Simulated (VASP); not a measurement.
Wanted: the native input for a VASP 6.6.1 run.

```yaml
Task: relaxation of the atoms
Functional: PBE
Potentials_or_basis: VASP PAW PBE potentials, release 64 (Sn_d, O)
Cutoff: 520 eV
k_mesh: 7 × 7 × 9
Occupations: fermi-dirac, width 0.02 eV
Spin: no spin polarisation
Dipole_correction: no
Further_INCAR_settings: ALGO = Normal; EDIFF = 1e-07; IBRION = 2; EDIFFG = -0.02; NSW = 80
```

The structure of SnO2 (Cassiterite) lies in POSCAR:

```
SnO2
1.0
    4.7380000000      0.0000000000      0.0000000000
    0.0000000000      4.7380000000      0.0000000000
    0.0000000000      0.0000000000      3.2820950000
Sn O
2 4
Direct
    0.0000000000      0.0000000000      0.0000000000
    0.5000000000      0.5000000000      0.5000000000
    0.3053957314      0.3053957314      0.0000000000
    0.1946042686      0.8053957314      0.5000000000
    0.6946042686      0.6946042686      0.0000000000
    0.8053957314      0.1946042686      0.5000000000
```

This cell differs from its parent crystal: z stretched by +3 %.

One way to write it, as run:

INCAR

```
  PREC = Accurate
  ENCUT = 520
  EDIFF = 1E-7
  ISMEAR = -1
  SIGMA = 0.02
  LREAL = F
  LASPH = T
  NELM = 60
  ALGO = Normal
  ISIF = 2
  LWAVE = F
  LCHARG = F
  GGA = PE
  IBRION = 2
  NSW = 80
  EDIFFG = -0.02
```

KPOINTS

```
regular mesh
0
Gamma
  7 7 9
```

Potentials or basis: VASP PAW PBE potentials, release 64 (Sn_d, O).

The run is started by

```bash
$ cat potpaw_PBE.64/Sn_d/POTCAR potpaw_PBE.64/O/POTCAR > POTCAR
$ mpirun -np 1 vasp_std > vasp.out
```

Results of the run:

```yaml
Energy_gained_by_relaxing: 0.5 meV/atom
Ionic_steps: 2
Pressure_after_relaxing: 4.1 GPa
Largest_force_after_relaxing: 0.015 eV/Å
Band_gap_on_the_k_mesh: 0.83 eV, direct
```

Caveat: the cell differs from its parent crystal (z stretched by +3 %); spin-orbit coupling is left out, which moves the levels of the heavy elements.

It took 5.1 min on 1 thread of Oxide Virtual Turin-like Processor, with other jobs on the host, peak memory 0.2 GiB.
